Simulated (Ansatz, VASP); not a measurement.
## One calculation of Sc, two programs

File INCAR:

```
PREC = Accurate
ENCUT = 520
EDIFF = 1E-7
ISMEAR = -1
SIGMA = 0.1
LREAL = F
LASPH = T
NELM = 60
ALGO = Normal
ISIF = 2
LWAVE = F
LCHARG = F
GGA = PE
NBANDS = 18
```

KPOINTS

```
Automatic mesh
0
Gamma
  2 2 1
```

File POSCAR:

```
Sc
1.0
    3.3193628924      0.0000000000      0.0000000000
   -1.6596814462      2.8746525892      0.0000000000
    0.0000000000      0.0000000000      5.1842605006
Sc
2
Direct
    0.3333333333      0.6666666667      0.2500000000
    0.6666666667      0.3333333333      0.7500000000
```

Input for Ansatz:

```yaml
crystal:
  lattice:
    - [3.3193628924, 0.0, 0.0]
    - [-1.6596814462, 2.8746525892, 0.0]
    - [0.0, 0.0, 5.1842605006]
  atoms:
    - { symbol: Sc, position: [0.3333333333, 0.6666666667, 0.25] }
    - { symbol: Sc, position: [0.6666666667, 0.3333333333, 0.75] }
hamiltonian:
  xc: pbe
  pseudopotentials:
    kind: paw
    azcp:
      Sc: "pseudopotentials/Sc.paw.azcp"
basis:
  ecutwfc: 420
  fft_grid_basis: typed
kpoints:
  mp_grid: { grid: [2, 2, 1], shift: [0, 0, 0] }
magnetization:
  spin_polarized: false
scf:
  occupations: { method: fermi_dirac, width: 0.1 }
  lower_state_search: "off"
output:
  stress: true
```

Alike in both runs: task single point; functional PBE; k mesh 2 × 2 × 1; occupations fermi-dirac, width 0.1 eV; no spin polarisation.

```csv
,VASP,Ansatz
version,VASP 6.6.1,Ansatz 0.2.0
potentials or method,"VASP PAW PBE potentials, release 64 (Sc_sv), cutoff 520 eV","plane waves (420 eV) with PAW, scalar-relativistic"
valence electrons in the cell,22,22
```

VASP gave:

```
pressure (GPa)                                                : -7.7
traceless stress, the component that is largest in VASP (GPa) : -4.75
```

Question: What did Ansatz give for the same quantities?

Answer: Pressure (GPa): -7.6; traceless stress, the component that is largest in VASP (GPa): -4.81.

The k mesh is coarse, so the values compare programs but aren't converged.
